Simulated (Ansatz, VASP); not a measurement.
Cu in VASP and in Ansatz

Contents of INCAR:

```
  PREC = Accurate
  ENCUT = 520
  EDIFF = 1E-7
  ISMEAR = -1
  SIGMA = 0.1
  LREAL = F
  LASPH = T
  NELM = 80
  ALGO = Normal
  ISIF = 2
  LWAVE = F
  LCHARG = F
  GGA = PS
  NBANDS = 12
```

File KPOINTS:

```
Automatic mesh
0
Gamma
  15 15 15
```

POSCAR

```
Cu
1.0
    2.4504603898      0.0000000000      0.0000000000
    0.0000000000      2.4504603898      0.0000000000
    0.0000000000      0.0000000000      2.4504603898
Cu
1
Direct
    0.0000000000      0.0000000000      0.0000000000
```

Input for Ansatz:

```yaml
crystal:
  lattice:
    - [2.4504603898, 0.0, 0.0]
    - [0.0, 2.4504603898, 0.0]
    - [0.0, 0.0, 2.4504603898]
  atoms:
    - { symbol: Cu, position: [0.0, 0.0, 0.0] }
hamiltonian:
  xc: pbesol
  pseudopotentials:
    kind: paw
    azcp:
      Cu: "pseudopotentials/Cu.paw.azcp"
basis:
  ecutwfc: 420
  fft_grid_basis: typed
kpoints:
  mp_grid: { grid: [15, 15, 15], shift: [0, 0, 0] }
magnetization:
  spin_polarized: false
scf:
  occupations: { method: fermi_dirac, width: 0.1 }
  lower_state_search: "off"
output:
  stress: true
  write_density: true
  write_potential: true
  elf: true
  volumetric_format: npy
```

Alike in both runs: task single point; functional PBEsol; k mesh 15 × 15 × 15; occupations fermi-dirac, width 0.1 eV; no spin polarisation.

```csv
,VASP,Ansatz
version,VASP 6.6.1,Ansatz 0.2.0
potentials or method,"VASP PAW PBE potentials, release 64 (Cu), cutoff 520 eV","plane waves (420 eV) with PAW, scalar-relativistic"
valence electrons in the cell,11,19
```

|  | VASP | Ansatz | Ansatz less VASP |
| --- | --- | --- | --- |
| pressure (GPa) | -10.2 | -10.6 | -0.44 |

VASP's potentials were made for PBE, not for PBEsol, and Ansatz warns of the same on its side. The functional is the same, so the differences come from potentials, cutoffs and numerics. VASP's potentials hold 11 valence electrons a cell and Ansatz's 19, so a difference there can come from the potentials and not from the codes.
